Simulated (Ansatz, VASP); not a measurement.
**Co3Si: VASP beside Ansatz**

```xyz
4
Lattice="-1.8207 1.8207 3.2468 1.8207 -1.8207 3.2468 1.8207 1.8207 -3.2468" Properties=species:S:1:pos:R:3 pbc="T T T"
Si    0.0000    0.0000    0.0000
Co    0.0000    1.8207    1.6234
Co    1.8207    0.0000    1.6234
Co    0.0000    0.0000    3.2468
```

Alike in both runs: task single point; functional PBEsol; k mesh 16 × 16 × 16; occupations gaussian, width 0.1 eV; collinear spin.

|  | VASP | Ansatz |
| --- | --- | --- |
| version | VASP 6.6.1 | Ansatz 0.2.0 |
| potentials or method | VASP PAW PBE potentials, release 64 (Si, Co), cutoff 520 eV | scalar-relativistic, plane waves, PAW |
| valence electrons in the cell | 31 | 55 |

|  | VASP | Ansatz | Ansatz less VASP |
| --- | --- | --- | --- |
| gap on the k mesh at the Fermi level (eV) | none | none | - |
| pressure (GPa) | -10.6 | -10.3 | +0.31 |
| traceless stress, the component that is largest in VASP (GPa) | 1.58 | 1.82 | +0.246 |
| net moment per atom (μB) | 0.71 | 0.72 | +0.007 |
| size of the moment on the site where the two differ most (μB) | 1.39 | 1.43 | +0.041 |

VASP's potentials were made for PBE, not for PBEsol. Site moments also hang on the region over which each program counts them. A gap of «none» marks a metal or a gap that the smearing closes. VASP's potentials hold 31 valence electrons a cell and Ansatz's 55, so a difference there can come from the potentials and not from the codes.
